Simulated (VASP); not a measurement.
# HfN (WC type): relaxation of cell and atoms with PBE

HfN (WC type):

```xyz
2
Lattice="3.0126 0.0000 0.0000 -1.5063 2.6090 0.0000 0.0000 0.0000 2.8475" Properties=species:S:1:pos:R:3 pbc="T T T"
Hf    0.0000    0.0000    0.0000
N     0.0000    1.7393    1.4238
```

```
Program                : VASP 6.6.1
Task                   : relaxation of cell and atoms
Functional             : PBE
Potentials or basis    : VASP PAW PBE potentials, release 64 (Hf_pv, N)
Cutoff                 : 600 eV
k mesh                 : 15 × 15 × 13
Occupations            : fermi-dirac, width 0.08 eV
Spin                   : no spin polarisation
Target pressure        : 22 GPa
Dipole correction      : no
Further INCAR settings : ALGO = Normal; EDIFF = 1e-07; IBRION = 2; EDIFFG = -0.005; NSW = 32; ISIF = 3
```

```yaml
Relaxed_volume: 11.11 Å³/atom
Relaxed_cell: a = 3.006 Å, b = 3.006 Å, c = 2.840 Å, α = 90.00°, β = 90.00°, γ = 120.00°
Space_group_after_relaxing_to_0.1_Å: P-6m2 (No. 187)
Energy_change_on_relaxing_the_run_minimises_the_enthalpy: +10.2 meV/atom
Ionic_steps: 3
Pressure_after_relaxing: 22.0 GPa
Band_gap_on_the_k_mesh: zero (an odd number of electrons rules out a gap without spin polarisation)
```

Stress tensor (GPa, compression positive):
```
21.97  0.00  0.00
 0.00 21.97  0.00
 0.00  0.00 22.05
```

Step by step:
```tsv
step	energy change (eV)	largest force (eV/Å)	pressure (GPa)	volume (Å³)
1	0.0000	0.0000	19.71	22.38
2	0.0758	0.0000	27.58	21.87
3	0.0203	0.0000	21.99	22.22
```

Final structure:
```
Hf N
1.0
     3.00621    0.00000    0.00000
    -1.50310    2.60345    0.00000
     0.00000    0.00000    2.83962
Hf N
1 1
Direct
  0.00000 0.00000 0.00000
  0.33333 0.66667 0.50000
```

Levels at points of the mesh, in eV from the Fermi level:
| k point | band 6 | band 7 | band 8 | band 9 | band 10 | band 11 |
| --- | --- | --- | --- | --- | --- | --- |
| (0.00, 0.00, 0.00) | -3.66 | -2.52 | -1.64 | 2.73 | 5.29 | 5.29 |

It took 110 s on 1 thread of Intel Xeon 8259CL, with other jobs on the host, peak memory 0.2 GiB.

Caveat: the cell is relaxed towards a set pressure, so the run minimises the enthalpy, not the energy; spin-orbit coupling is left out, which moves the levels of the heavy elements.
